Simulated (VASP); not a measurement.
# Al3Ni (Pnma) in VASP: notebook

The runs below take Al3Ni through single point, with r2SCAN.

Everything below comes from runs of VASP 6.6.1. Logs are shortened: lines on timing, memory, paths and dates and some standing lists are left out, and cuts for length are marked.

**1. The cell of the first run**

It takes space group Pnma (No. 62, orthorhombic). Conventional cell: a = 6.597 Å, b = 7.308 Å, c = 4.751 Å, α = 90.00°, β = 90.00°, γ = 90.00°. Al (site symmetry m) has 3 Ni at 2.43 to 2.67 Å and 10 Al at 2.78 to 3.15 Å within 3.2 Å. Within 3.2 Å of Al (site symmetry 1) lie 3 Ni at 2.43 to 2.46 Å and 9 Al at 2.71 to 3.15 Å. Within 3.2 Å of Ni (site symmetry m) lie 9 Al at 2.43 to 2.67 Å.

**2. Single point, r2SCAN**

Input file POSCAR:

```
Al3Ni
1.0
    6.5970953337      0.0000000000      0.0000000000
    0.0000000000      7.3080126097      0.0000000000
    0.0000000000      0.0000000000      4.7513955943
Al Ni
12 4
Direct
    0.0098873199      0.2500000000      0.9159166096
    0.1706374287      0.4430347204      0.3668128183
    0.1706374287      0.0569652796      0.3668128183
    0.3293625713      0.5569652796      0.8668128183
    0.6706374287      0.4430347204      0.1331871817
    0.8293625713      0.9430347204      0.6331871817
    0.6706374287      0.0569652796      0.1331871817
    0.8293625713      0.5569652796      0.6331871817
    0.3293625713      0.9430347204      0.8668128183
    0.5098873199      0.2500000000      0.5840833904
    0.9901126801      0.7500000000      0.0840833904
    0.4901126801      0.7500000000      0.4159166096
    0.8702332379      0.2500000000      0.4433912597
    0.3702332379      0.2500000000      0.0566087403
    0.1297667621      0.7500000000      0.5566087403
    0.6297667621      0.7500000000      0.9433912597
```

Input file INCAR.step1:

```
SYSTEM = Al3Ni
PREC     = Accurate       ! precision mode
ENCUT    = 520            ! plane-wave cutoff, eV
ISMEAR   = 0              ! smearing method
SIGMA    = 0.1            ! smearing width, eV
LREAL    = Auto         
LASPH    = .TRUE.         ! aspherical terms in the spheres
NELM     = 80             ! most SCF steps
NBANDS   = 52             ! bands
GGA      = PE             ! functional
ALGO     = Normal         ! electronic algorithm
EDIFF    = 1E-4           ! SCF threshold, eV
LWAVE    = .TRUE.         ! write WAVECAR
LCHARG   = .FALSE.        ! write CHGCAR
```

Input file INCAR.step2:

```
SYSTEM = Al3Ni
PREC     = Accurate       ! precision mode
ENCUT    = 520            ! plane-wave cutoff, eV
EDIFF    = 1E-6           ! SCF threshold, eV
ISMEAR   = 0              ! smearing method
SIGMA    = 0.1            ! smearing width, eV
LREAL    = Auto         
LASPH    = .TRUE.         ! aspherical terms in the spheres
NELM     = 80             ! most SCF steps
ALGO     = Normal         ! electronic algorithm
ISIF     = 2              ! what is computed and relaxed
LWAVE    = .FALSE.        ! write WAVECAR
LCHARG   = .FALSE.        ! write CHGCAR
METAGGA  = R2SCAN         ! meta-GGA
LMIXTAU  = .TRUE.       
NBANDS   = 52             ! bands
ISTART   = 1
```

Input file KPOINTS:

```
Automatic mesh
0
G
  6 6 8
  0 0 0
```

Potentials or basis: VASP PAW PBE potentials, release 64 (Al, Ni).

Command:

```
> cat potpaw_PBE.64/Al/POTCAR potpaw_PBE.64/Ni/POTCAR > POTCAR
> cp INCAR.step1 INCAR
> mpirun -np 1 vasp_std > vasp.out
> cp INCAR.step2 INCAR
> mpirun -np 1 vasp_std > vasp.out
```

OUTCAR:

```text
SYSTEM = Al3Ni
   PREC = Accurate
   ENCUT = 520
   EDIFF = 1E-6
   ISMEAR = 0
   LREAL = Auto
   LASPH = .TRUE.
   NELM = 80
   ISIF = 2
   METAGGA = R2SCAN
   ISTART = 1

 ion  position               nearest neighbor table
   1  0.010  0.250  0.916-  13 2.43  14 2.47  13 2.67   2 2.78   3 2.78   5 2.84   7 2.84   6 2.87
                             8 2.87   4 3.09   9 3.09   2 3.15   3 3.15
   2  0.171  0.443  0.367-  14 2.43  15 2.43  13 2.46   8 2.71   4 2.73   4 2.73   1 2.78   3 2.82
                            10 2.84  11 2.87  12 3.09   1 3.15
   3  0.171  0.057  0.367-  14 2.43  15 2.43  13 2.46   6 2.71   9 2.73   9 2.73   1 2.78   2 2.82
                            10 2.84  11 2.87  12 3.09   1 3.15
   4  0.329  0.557  0.867-  15 2.43  14 2.43  16 2.46   5 2.71   2 2.73   2 2.73  12 2.78   9 2.82
                            11 2.84  10 2.87   1 3.09  12 3.15
   5  0.671  0.443  0.133-  13 2.43  16 2.43  14 2.46   4 2.71   8 2.73   8 2.73  10 2.78   7 2.82
                             1 2.84  12 2.87  11 3.09  10 3.15
   6  0.829  0.943  0.633-  16 2.43  13 2.43  15 2.46   3 2.71   7 2.73   7 2.73  11 2.78   8 2.82
                            12 2.84   1 2.87  10 3.09  11 3.15
   7  0.671  0.057  0.133-  13 2.43  16 2.43  14 2.46   9 2.71   6 2.73   6 2.73  10 2.78   5 2.82
                             1 2.84  12 2.87  11 3.09  10 3.15
   8  0.829  0.557  0.633-  16 2.43  13 2.43  15 2.46   2 2.71   5 2.73   5 2.73  11 2.78   6 2.82
                            12 2.84   1 2.87  10 3.09  11 3.15
   9  0.329  0.943  0.867-  15 2.43  14 2.43  16 2.46   7 2.71   3 2.73   3 2.73  12 2.78   4 2.82
                            11 2.84  10 2.87   1 3.09  12 3.15
  10  0.510  0.250  0.584-  14 2.43  13 2.47  14 2.67   7 2.78   5 2.78   3 2.84   2 2.84   9 2.87
                             4 2.87   6 3.09   8 3.09   7 3.15   5 3.15
  11  0.990  0.750  0.084-  15 2.43  16 2.47  15 2.67   8 2.78   6 2.78   9 2.84   4 2.84   3 2.87
                             2 2.87   7 3.09   5 3.09   8 3.15   6 3.15
  12  0.490  0.750  0.416-  16 2.43  15 2.47  16 2.67   4 2.78   9 2.78   8 2.84   6 2.84   5 2.87
                             7 2.87   2 3.09   3 3.09   4 3.15   9 3.15
  13  0.870  0.250  0.443-   1 2.43   5 2.43   7 2.43   6 2.43   8 2.43   2 2.46   3 2.46  10 2.47
                             1 2.67
  14  0.370  0.250  0.057-  10 2.43   3 2.43   2 2.43   9 2.43   4 2.43   5 2.46   7 2.46   1 2.47
                            10 2.67
  15  0.130  0.750  0.557-  11 2.43   9 2.43   4 2.43   3 2.43   2 2.43   6 2.46   8 2.46  12 2.47
                            11 2.67
  16  0.630  0.750  0.943-  12 2.43   8 2.43   6 2.43   5 2.43   7 2.43   9 2.46   4 2.46  11 2.47
                            12 2.67

  LATTYP: Found a simple orthorhombic cell.
 ALAT       =     4.7513955943
 B/A-ratio  =     1.3884542347
 C/A-ratio  =     1.5380770691

  Lattice vectors:

 A1 = (   0.0000000000,   0.0000000000,   4.7513955943)
 A2 = (   6.5970953337,   0.0000000000,   0.0000000000)
 A3 = (   0.0000000000,   7.3080126097,   0.0000000000)

Analysis of symmetry for initial positions (statically):
[... 173 lines left out ...]
   IMIX   =      4    mixing-type and parameters
     AMIX     =   0.40;   BMIX     =  1.00
     AMIX_MAG =   1.60;   BMIX_MAG =  1.00
  volume/ion in A,a.u.               =      14.32        96.62
  Fermi-wavevector in a.u.,A,eV,Ry     =   1.133326  2.141676 17.475709  1.284428
  Thomas-Fermi vector in A             =   2.270029
   LORBIT       =      0    0 simple, 1 ext, 2 COOP (PROOUT), +10 PAW based schemes
   METAGGA = R2SCAN    functional components
   LHFCALC =     F    Hartree Fock is set to
   AEXX    =    0.0000 exact exchange contribution
   IVDW    =     0    specifies the selected vdW correction
   LEPSILON=     F    determine dielectric tensor
   LRPA    =     F    only Hartree local field effects (RPA)
 non-spin polarized calculation
 Gauss-broadening in eV      SIGMA  =   0.10
  energy-cutoff  :      520.00
  volume of cell :      229.07
 maximum number of plane-waves:      6228
 NGX is ok and might be reduce to    50
   NGX = 25   NGY = 27   NGZ = 17

 number of electron      75.9999945 magnetization

 Free energy of the ion-electron system (eV)
  ---------------------------------------------------
  ext. energy  EPLUGINS =         0.00000000
  ---------------------------------------------------
  free energy    TOTEN  =      -135.33392370 eV

  energy without entropy =     -135.31699327  energy(sigma->0) =     -135.32545849

 E-fermi :   8.6691     XC(G=0): -11.7258

 val. band max:        8.6310823575   @ k =   0.1667   0.1667   0.3750
 cond. band min:       8.6832381161   @ k =   0.5000   0.0000   0.2500
 fundamental gap:      0.0521557587
 Fermi energy:         8.6691338440

 k-point     1 :       0.0000    0.0000    0.0000
  band No.  band energies     occupation
      1      -3.0209      2.00000
      2      -0.1682      2.00000
      3      -0.0744      2.00000
      4       0.4518      2.00000
      5       0.5744      2.00000
      6       2.9338      2.00000
[... 1261 lines left out ...]
     49      12.4945      0.00000
     50      12.4945      0.00000

 [... further k-points ...]

 [bands above 50 left out]

------------------------ aborting loop because EDIFF is reached ----------------------------------------

  FORCE on cell =-STRESS in cart. coord.  units (eV):
  Direction    XX          YY          ZZ          XY          YZ          ZX
  --------------------------------------------------------------------------------------
  -------------------------------------------------------------------------------------
  Total       -0.4547059     -0.3589309     -0.3511387      0.0000000      0.0000000      0.0000000
  in kB       -3.1802988     -2.5104303     -2.4559304      0.0000000      0.0000000      0.0000000
  external PRESSURE =      -2.7155531 kB  Pullay stress =       0.0000000 kB

 VOLUME and BASIS-vectors are now :
 -----------------------------------------------------------------------------
  energy-cutoff  :      520.00
  volume of cell :      229.07
      direct lattice vectors                 reciprocal lattice vectors
     6.597095334  0.000000000  0.000000000     0.151581863  0.000000000  0.000000000
     0.000000000  7.308012610  0.000000000     0.000000000  0.136836108  0.000000000
     0.000000000  0.000000000  4.751395594     0.000000000  0.000000000  0.210464479

 POSITION                                       TOTAL-FORCE (eV/Angst)
 -----------------------------------------------------------------------------------
      0.06523      1.82700      4.35188        -0.005511     -0.000000     -0.005558
      1.12571      3.23770      1.74287         0.005341      0.004300     -0.000414
      1.12571      0.41630      1.74287         0.005341     -0.004300     -0.000414
      2.17284      4.07031      4.11857        -0.005341     -0.004300     -0.000414
      4.42426      3.23770      0.63282         0.005341      0.004300      0.000414
      5.47138      6.89171      3.00852        -0.005341      0.004300      0.000414
[... 8 lines left out ...]
      0.85608      5.48101      2.64467        -0.003010      0.000000      0.007017
      4.15463      5.48101      4.48243        -0.003010      0.000000     -0.007017
 -----------------------------------------------------------------------------------
    total drift:                                0.000000      0.000000     -0.000000

  FREE ENERGIE OF THE ION-ELECTRON SYSTEM (eV)
  ---------------------------------------------------
  free  energy   TOTEN  =      -135.3339236980 eV

  energy  without entropy=     -135.3169932727  energy(sigma->0) =     -135.32545849
```

OUTCAR.step1:

```text
SYSTEM = Al3Ni
   PREC = Accurate
   ENCUT = 520
   ISMEAR = 0
   LREAL = Auto
   LASPH = .TRUE.
[... 1563 lines left out ...]
      5.47138      6.89171      3.00852        -0.055147      0.050715     -0.005246
[... 8 lines left out ...]
      0.85608      5.48101      2.64467        -0.022143     -0.000000      0.016116
      4.15463      5.48101      4.48243        -0.022143     -0.000000     -0.016116
 -----------------------------------------------------------------------------------
    total drift:                                0.000000      0.000000     -0.000000

  FREE ENERGIE OF THE ION-ELECTRON SYSTEM (eV)
  ---------------------------------------------------
  free  energy   TOTEN  =       -73.2985265750 eV

  energy  without entropy=      -73.2791635382  energy(sigma->0) =      -73.28884506
```

OSZICAR.step1:

```text
N       E                     dE             d eps       ncg     rms          rms(c)
DAV:   1     0.414634674748E+03    0.41463E+03   -0.29455E+04  8320   0.140E+03
DAV:   2    -0.439200177877E+02   -0.45855E+03   -0.43777E+03  8324   0.312E+02
DAV:   3    -0.792331474696E+02   -0.35313E+02   -0.33146E+02  9828   0.100E+02
DAV:   4    -0.805436748703E+02   -0.13105E+01   -0.12932E+01 10064   0.174E+01
DAV:   5    -0.805892341079E+02   -0.45559E-01   -0.45488E-01 10304   0.337E+00    0.290E+01
DAV:   6    -0.101588724622E+03   -0.20999E+02   -0.23886E+02 10224   0.195E+02    0.500E+01
DAV:   7    -0.751325872301E+02    0.26456E+02   -0.71811E+01 10576   0.104E+02    0.109E+01
DAV:   8    -0.735049069814E+02    0.16277E+01   -0.16351E+01 12380   0.402E+01    0.514E+00
DAV:   9    -0.733200021388E+02    0.18490E+00   -0.17767E+00 10976   0.139E+01    0.194E+00
DAV:  10    -0.733096795425E+02    0.10323E-01   -0.43453E-02 11016   0.174E+00    0.144E+00
DAV:  11    -0.732983233183E+02    0.11356E-01   -0.38076E-02 12140   0.223E+00    0.293E-01
DAV:  12    -0.732986952722E+02   -0.37195E-03   -0.35070E-03 11220   0.526E-01    0.191E-01
DAV:  13    -0.732985238179E+02    0.17145E-03   -0.45869E-04  8100   0.284E-01    0.472E-02
DAV:  14    -0.732985265750E+02   -0.27572E-05   -0.77216E-05  4728   0.556E-02
   1 F= -.73298527E+02 E0= -.73288845E+02  d E =-.193630E-01
```

Run time: 1.8 h. Hardware: 1 thread of Oxide Virtual Turin-like, shared host; peak memory 0.67 GiB.

What came out:

```yaml
Free_energy: -135.3339 eV
Pressure: -0.3 GPa
Largest_force: 0.008 eV/Å
Band_gap_on_the_k_mesh: zero (bands 38 and 39 overlap by 1.93 eV)
```

Forces in eV/Å, atoms in the order of the input:
```
Al  -0.006  0.000 -0.006
Al   0.005  0.004  0.000
Al   0.005 -0.004  0.000
Al  -0.005 -0.004  0.000
Al   0.005  0.004  0.000
Al  -0.005  0.004  0.000
Al   0.005 -0.004  0.000
Al  -0.005 -0.004  0.000
Al  -0.005  0.004  0.000
Al  -0.006  0.000  0.006
Al   0.006  0.000  0.006
Al   0.006  0.000 -0.006
Ni   0.003  0.000 -0.007
Ni   0.003  0.000  0.007
Ni  -0.003  0.000  0.007
Ni  -0.003  0.000 -0.007
```

Caveat: the PAW data sets were made with another functional, which shifts forces and pressure a little. Spin polarisation is off, so any magnetic state and its effect on volume and gap are missing.

(Part 1 of 2 ends here.)

The gap in the log of VASP goes by the Fermi energy; the results here count the filled bands.